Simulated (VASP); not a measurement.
Set up this calculation in VASP 6.6.1, as the native input.

```
Task                   : single point
Functional             : PBE
Potentials or basis    : VASP PAW PBE potentials, release 64 (Na_pv)
Cutoff                 : 520 eV
k mesh                 : 14 × 14 × 14
Occupations            : fermi-dirac, width 0.08 eV
Spin                   : no spin polarisation
Dipole correction      : no
Further INCAR settings : ALGO = Normal; EDIFF = 1e-06; NBANDS = 10
```

The structure of Na lies in POSCAR:

```
Na
1.0
   -2.0036004398      2.0036004398      2.0036004398
    2.0036004398     -2.0036004398      2.0036004398
    2.0036004398      2.0036004398     -2.0036004398
Na
1
Direct
    0.0000000000      0.0000000000      0.0000000000
```

The input as run:

INCAR

```
SYSTEM = Na
ALGO     = Normal         ! electronic algorithm
EDIFF    = 1E-6           ! SCF threshold, eV
ENCUT    = 520            ! plane-wave cutoff, eV
GGA      = PE             ! functional
ISIF     = 2              ! what is computed and relaxed
ISMEAR   = -1             ! smearing method
LASPH    = .TRUE.         ! aspherical terms in the spheres
LCHARG   = .FALSE.        ! write CHGCAR
LREAL    = .FALSE.        ! projectors in reciprocal space
LWAVE    = .FALSE.        ! write WAVECAR
NBANDS   = 10             ! bands
NELM     = 100            ! most SCF steps
PREC     = Accurate       ! precision mode
SIGMA    = 0.08           ! smearing width, eV
```

KPOINTS

```
k-points
0
G
  14 14 14
  0 0 0
```

Potentials or basis: VASP PAW PBE potentials, release 64 (Na_pv).

Run with:

```sh
$ cat potpaw_PBE.64/Na_pv/POTCAR > POTCAR
$ mpirun -np 1 vasp_std > vasp.out
```

It gave:

| Item | Value |
| --- | --- |
| Pressure | 1.4 GPa |
| Band gap on the k mesh | zero (an odd number of electrons rules out a gap without spin polarisation) |

Wall time 30 s on 1 thread of Intel Xeon 8259CL (shared host), peak memory 0.16 GiB.
